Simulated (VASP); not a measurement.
# TiO2 (Pbcn) in VASP: single point with PBE

Aim: the single point of TiO2 with PBE.

Everything below comes from runs of VASP 6.6.1. Logs are shortened: lines on timing, memory, paths and dates and some standing lists are left out, and cuts for length are marked.

## (1) The cell of the first run

It takes space group Pbcn (No. 60, orthorhombic). The conventional cell has a = 4.515 Å, b = 5.497 Å, c = 4.939 Å, α = 90.00°, β = 90.00°, γ = 90.00°. Ti (site symmetry 2) has 6 O at 1.87 to 2.09 Å within 2.5 Å. O (site symmetry 1) has 3 Ti at 1.87 to 2.09 Å within 2.5 Å.

## (2) Single point, PBE

Input file INCAR:

```
PREC = Accurate ; ENCUT = 520
EDIFF = 1E-6 ; ISMEAR = -1
SIGMA = 0.02 ; LREAL = False
LASPH = True ; NELM = 100
ALGO = Normal ; ISIF = 2
LWAVE = False ; LCHARG = False
GGA = PE ; NBANDS = 60
```

Input file KPOINTS:

```
regular mesh
0
Gamma
  5 5 5
```

Input file POSCAR:

```
TiO2
1.0
    4.5150000000      0.0000000000      0.0000000000
    0.0000000000      5.4970000000      0.0000000000
    0.0000000000      0.0000000000      4.9390000000
Ti O
4 8
Direct
    0.0000000000      0.1745255531      0.2500000000
    0.5000000000      0.3254744469      0.7500000000
    0.0000000000      0.8254744469      0.7500000000
    0.5000000000      0.6745255531      0.2500000000
    0.2703968752      0.3819143471      0.4196924314
    0.2296031248      0.1180856529      0.9196924314
    0.7703968752      0.1180856529      0.5803075686
    0.7296031248      0.3819143471      0.0803075686
    0.7296031248      0.6180856529      0.5803075686
    0.7703968752      0.8819143471      0.0803075686
    0.2296031248      0.8819143471      0.4196924314
    0.2703968752      0.6180856529      0.9196924314
```

Potentials or basis: VASP PAW PBE potentials, release 64 (Ti_sv, O).

Run with:

```sh
$ cat potpaw_PBE.64/Ti_sv/POTCAR potpaw_PBE.64/O/POTCAR > POTCAR
$ mpirun -np 1 vasp_std > vasp.out
```

OUTCAR:

```text
PREC = Accurate
   ENCUT = 520
   EDIFF = 1E-6
   ISMEAR = -1
   LREAL = False
   LASPH = True
   NELM = 100
   ISIF = 2
   GGA = PE

 ion  position               nearest neighbor table
   1  0.000  0.175  0.250-   5 1.87   8 1.87   7 1.96   6 1.96  10 2.09  11 2.09
   2  0.500  0.325  0.750-   6 1.87   7 1.87   5 1.96   8 1.96   9 2.09  12 2.09
   3  0.000  0.825  0.750-   9 1.87  12 1.87  11 1.96  10 1.96   6 2.09   7 2.09
   4  0.500  0.675  0.250-  10 1.87  11 1.87   9 1.96  12 1.96   5 2.09   8 2.09
   5  0.270  0.382  0.420-   1 1.87   2 1.96   4 2.09
   6  0.230  0.118  0.920-   2 1.87   1 1.96   3 2.09
   7  0.770  0.118  0.580-   2 1.87   1 1.96   3 2.09
   8  0.730  0.382  0.080-   1 1.87   2 1.96   4 2.09
   9  0.730  0.618  0.580-   3 1.87   4 1.96   2 2.09
  10  0.770  0.882  0.080-   4 1.87   3 1.96   1 2.09
  11  0.230  0.882  0.420-   4 1.87   3 1.96   1 2.09
  12  0.270  0.618  0.920-   3 1.87   4 1.96   2 2.09

  LATTYP: Found a simple orthorhombic cell.
 ALAT       =     4.5150000000
 B/A-ratio  =     1.0939091916
 C/A-ratio  =     1.2174972315

  Lattice vectors:

 A1 = (  -4.5150000000,   0.0000000000,   0.0000000000)
 A2 = (   0.0000000000,   0.0000000000,   4.9390000000)
 A3 = (   0.0000000000,   5.4970000000,   0.0000000000)

Analysis of symmetry for initial positions (statically):
=====================================================================
 Subroutine PRICEL returns:
 Original cell was already a primitive cell.

 Routine SETGRP: Setting up the symmetry group for a
 simple orthorhombic supercell.

 Subroutine GETGRP returns: Found  8 space group operations
 (whereof  2 operations were pure point group operations)
 out of a pool of  8 trial point group operations.

The static configuration has the point symmetry S_2 .
 The point group associated with its full space group is D_2h.

Analysis of symmetry for dynamics (positions and initial velocities):
=====================================================================
 Subroutine PRICEL returns:
 Original cell was already a primitive cell.

 Routine SETGRP: Setting up the symmetry group for a
 simple orthorhombic supercell.

 Subroutine GETGRP returns: Found  8 space group operations
 (whereof  2 operations were pure point group operations)
 out of a pool of  8 trial point group operations.

The dynamic configuration has the point symmetry S_2 .
 The point group associated with its full space group is D_2h.

 Subroutine INISYM returns: Found  8 space group operations
 (whereof  2 operations are pure point group operations),
 and found     1 'primitive' translations

----------------------------------------------------------------------------------------

                                     Primitive cell

  volume of cell :     122.5808

  direct lattice vectors                    reciprocal lattice vectors
     4.515000000  0.000000000  0.000000000     0.221483942  0.000000000  0.000000000
     0.000000000  5.497000000  0.000000000     0.000000000  0.181917409  0.000000000
     0.000000000  0.000000000  4.939000000     0.000000000  0.000000000  0.202470136

  length of vectors
     4.515000000  5.497000000  4.939000000     0.221483942  0.181917409  0.202470136

  position of ions in fractional coordinates (direct lattice)
     0.000000000  0.174525553  0.250000000
     0.500000000  0.325474447  0.750000000
     0.000000000  0.825474447  0.750000000
     0.500000000  0.674525553  0.250000000
     0.270396875  0.381914347  0.419692431
     0.229603125  0.118085653  0.919692431
     0.770396875  0.118085653  0.580307569
     0.729603125  0.381914347  0.080307569
     0.729603125  0.618085653  0.580307569
     0.770396875  0.881914347  0.080307569
     0.229603125  0.881914347  0.419692431
     0.270396875  0.618085653  0.919692431

  ion indices of the primitive-cell ions
   primitive index   ion index
                 1           1
                 2           2
                 3           3
                 4           4
                 5           5
                 6           6
                 7           7
                 8           8
                 9           9
                10          10
                11          11
                12          12

----------------------------------------------------------------------------------------

 KPOINTS: regular mesh

Automatic generation of k-mesh.
 Grid dimensions read from file:
 generate k-points for:    5    5    5

 Generating k-lattice:

  Cartesian coordinates                     Fractional coordinates (reciprocal lattice)
     0.044296788  0.000000000  0.000000000     0.200000000  0.000000000  0.000000000
     0.000000000  0.036383482  0.000000000     0.000000000  0.200000000  0.000000000
     0.000000000  0.000000000  0.040494027     0.000000000  0.000000000  0.200000000

  Length of vectors
     0.044296788  0.036383482  0.040494027

  Shift w.r.t. Gamma in fractional coordinates (k-lattice)
     0.000000000  0.000000000  0.000000000

 Subroutine IBZKPT returns following result:
 ===========================================

 Found     27 irreducible k-points:

 Following reciprocal coordinates:
            Coordinates               Weight
  0.000000  0.000000  0.000000      1.000000
  0.200000  0.000000  0.000000      2.000000
  0.400000  0.000000  0.000000      2.000000
  0.000000  0.200000  0.000000      2.000000
  0.200000  0.200000  0.000000      4.000000
  0.400000  0.200000  0.000000      4.000000
[... 16 lines left out ...]
  0.200000  0.200000  0.400000      8.000000
  0.400000  0.200000  0.400000      8.000000
 [... further k-points ...]
   k-points           NKPTS =     27   k-points in BZ     NKDIM =     27   number of bands    NBANDS=     60
   number of dos      NEDOS =    301   number of ions     NIONS =     12
   total plane-waves  NPLWV =  60480
   dimension x,y,z NGX =    36 NGY =   42 NGZ =   40
   dimension x,y,z NGXF=    72 NGYF=   84 NGZF=   80
   ions per type =               4   8
   NGX,Y,Z   is equivalent  to a cutoff of  13.26, 12.70, 13.46 a.u.
   NGXF,Y,Z  is equivalent  to a cutoff of  26.51, 25.40, 26.93 a.u.
 SYSTEM =  unknown system
   PREC   = accura    normal or accurate (medium, high low for compatibility)
   ISTART =      0    job   : 0-new  1-cont  2-samecut
   ICHARG =      2    charge: 1-file 2-atom 10-const
   ISPIN  =      1    spin polarized calculation?
   LNONCOLLINEAR =      F non collinear calculations
   LSORBIT =      F    spin-orbit coupling
   LASPH  =      T    aspherical Exc in radial PAW
   ENCUT  =  520.0 eV  38.22 Ry    6.18 a.u.   8.39 10.22  9.18*2*pi/ulx,y,z
   NELM   =    100;   NELMIN=  2; NELMDL= -5     # of ELM steps
   EDIFF  = 0.1E-05   stopping-criterion for ELM
   LREAL  =      F    real-space projection
   EDIFFG = 0.1E-04   stopping-criterion for IOM
   NSW    =      0    number of steps for IOM
   IBRION =     -1    ionic relax: 0-MD 1-quasi-New 2-CG
   NFREE  =      0    steps in history (QN), initial steepest desc. (CG)
   ISIF   =      2    stress and relaxation
   ISYM   =      2    0-nonsym 1-usesym 2-fastsym
   POTIM  = 0.5000    time-step for ionic-motion
   TEBEG  =    0.0;   TEEND  =   0.0 temperature during run
   PSTRESS=    0.0 pullay stress
   NELECT =      96.0000    total number of electrons
   NUPDOWN=      -1.0000    fix difference up-down
   EMIN   =  10.00;   EMAX   =-10.00  energy-range for DOS
   EFERMI =   0.00;   METHOD = LEGACY
   ISMEAR =    -1;   SIGMA  =   0.02  broadening in eV -4-tet -1-fermi 0-gaus
   EFERMI_NEDOS =   21; number of points for ismear=-14 and -15
   IALGO  =     38    algorithm
   IMIX   =      4    mixing-type and parameters
     AMIX     =   0.40;   BMIX     =  1.00
     AMIX_MAG =   1.60;   BMIX_MAG =  1.00
  volume/ion in A,a.u.               =      10.22        68.93
  Fermi-wavevector in a.u.,A,eV,Ry     =   1.509006  2.851609 30.981829  2.277100
  Thomas-Fermi vector in A             =   2.619386
   LORBIT       =      0    0 simple, 1 ext, 2 COOP (PROOUT), +10 PAW based schemes
   GGA     = PE    functional components
   LHFCALC =     F    Hartree Fock is set to
   AEXX    =    0.0000 exact exchange contribution
   IVDW    =     0    specifies the selected vdW correction
   LEPSILON=     F    determine dielectric tensor
   LRPA    =     F    only Hartree local field effects (RPA)
 non-spin polarized calculation
  energy-cutoff  :      520.00
  volume of cell :      122.58
 maximum number of plane-waves:      3311
 NGX is ok and might be reduce to    36
   NGX = 17   NGY = 21   NGZ = 19

 number of electron      96.0000011 magnetization

 Free energy of the ion-electron system (eV)
  ---------------------------------------------------
  ext. energy  EPLUGINS =         0.00000000
  ---------------------------------------------------
  free energy    TOTEN  =      -107.33336124 eV

  energy without entropy =     -107.33336124  energy(sigma->0) =     -107.33336124

 E-fermi :   5.1079     XC(G=0): -11.5509

 val. band max:        4.7114419130   @ k =   0.0000   0.0000   0.0000
 cond. band min:       7.3474169740   @ k =   0.0000   0.0000   0.0000
 fundamental gap:      2.6359750610
 Fermi energy:         5.1079352905

 k-point     1 :       0.0000    0.0000    0.0000
  band No.  band energies     occupation
      1     -51.7254      2.00000
      2     -51.7025      2.00000
      3     -51.6962      2.00000
      4     -51.6909      2.00000
      5     -28.1653      2.00000
      6     -28.0914      2.00000
[... 52 lines left out ...]
     59       9.1131      0.00000
     60       9.4025      0.00000

 k-point     2 :       0.2000    0.0000    0.0000
  band No.  band energies     occupation
      1     -51.7232      2.00000
      2     -51.7047      2.00000
      3     -51.6957      2.00000
      4     -51.6914      2.00000
      5     -28.1493      2.00000
      6     -28.0821      2.00000
[... 1375 lines left out ...]
     59       9.0557      0.00000
     60       9.2172      0.00000

 k-point    24 :       0.4000    0.2000    0.4000
  band No.  band energies     occupation
      1     -51.7085      2.00000
      2     -51.7052      2.00000
      3     -51.7011      2.00000
      4     -51.7000      2.00000
      5     -28.1121      2.00000
      6     -28.1081      2.00000
[... 52 lines left out ...]
     59       8.8678      0.00000
     60       8.9122      0.00000

 [... further k-points ...]
[... 5 lines left out ...]
  --------------------------------------------------------------------------------------
  -------------------------------------------------------------------------------------
  Total        5.3584219      5.0982613      3.0776111      0.0000000      0.0000000     -0.0000000
  in kB       70.0365868     66.6361895     40.2255328      0.0000000      0.0000000     -0.0000000
  external PRESSURE =      58.9661031 kB  Pullay stress =       0.0000000 kB

 VOLUME and BASIS-vectors are now :
 -----------------------------------------------------------------------------
  energy-cutoff  :      520.00
  volume of cell :      122.58
      direct lattice vectors                 reciprocal lattice vectors
     4.515000000  0.000000000  0.000000000     0.221483942  0.000000000  0.000000000
     0.000000000  5.497000000  0.000000000     0.000000000  0.181917409  0.000000000
     0.000000000  0.000000000  4.939000000     0.000000000  0.000000000  0.202470136

 POSITION                                       TOTAL-FORCE (eV/Angst)
 -----------------------------------------------------------------------------------
      0.00000      0.95937      1.23475        -0.000000     -0.035150     -0.000000
      2.25750      1.78913      3.70425         0.000000      0.035150     -0.000000
      0.00000      4.53763      3.70425         0.000000      0.035150     -0.000000
      2.25750      3.70787      1.23475        -0.000000     -0.035150     -0.000000
      1.22084      2.09938      2.07286         0.010357      0.027389      0.001178
      1.03666      0.64912      4.54236        -0.010357     -0.027389      0.001178
      3.47834      0.64912      2.86614         0.010357     -0.027389     -0.001178
      3.29416      2.09938      0.39664        -0.010357      0.027389     -0.001178
      3.29416      3.39762      2.86614        -0.010357     -0.027389     -0.001178
      3.47834      4.84788      0.39664         0.010357      0.027389     -0.001178
      1.03666      4.84788      2.07286        -0.010357      0.027389      0.001178
      1.22084      3.39762      4.54236         0.010357     -0.027389      0.001178
 -----------------------------------------------------------------------------------
    total drift:                                0.000000      0.000000     -0.000000

  FREE ENERGIE OF THE ION-ELECTRON SYSTEM (eV)
  ---------------------------------------------------
  free  energy   TOTEN  =      -107.3333612445 eV

  energy  without entropy=     -107.3333612445  energy(sigma->0) =     -107.33336124
```

Run time: 3.8 min. Hardware: 1 thread of Intel Xeon Platinum 8259CL at 2.50GHz (Skylake/Cascade Lake), shared host; peak memory 0.3 GiB.

What came out:

| Property | Result |
| --- | --- |
| Free energy | -107.3334 eV |
| Pressure | 5.9 GPa |
| Largest force | 0.035 eV/Å |
| Band gap on the k mesh | 2.64 eV, direct |

Forces on the atoms (eV/Å):
```
Ti   0.000 -0.035  0.000
Ti   0.000  0.035  0.000
Ti   0.000  0.035  0.000
Ti   0.000 -0.035  0.000
O    0.010  0.027  0.001
O   -0.010 -0.027  0.001
O    0.010 -0.027 -0.001
O   -0.010  0.027 -0.001
O   -0.010 -0.027 -0.001
O    0.010  0.027 -0.001
O   -0.010  0.027  0.001
O    0.010 -0.027  0.001
```

Levels at points of the mesh, in eV from the valence-band top:
| k point | band 45 | band 46 | band 47 | band 48 | band 49 | band 50 | band 51 | band 52 |
| --- | --- | --- | --- | --- | --- | --- | --- | --- |
| (0.00, 0.00, 0.00) | -0.55 | -0.47 | -0.07 | 0.00 | 2.64 | 2.69 | 2.81 | 2.81 |

A k mesh can miss the band edges.
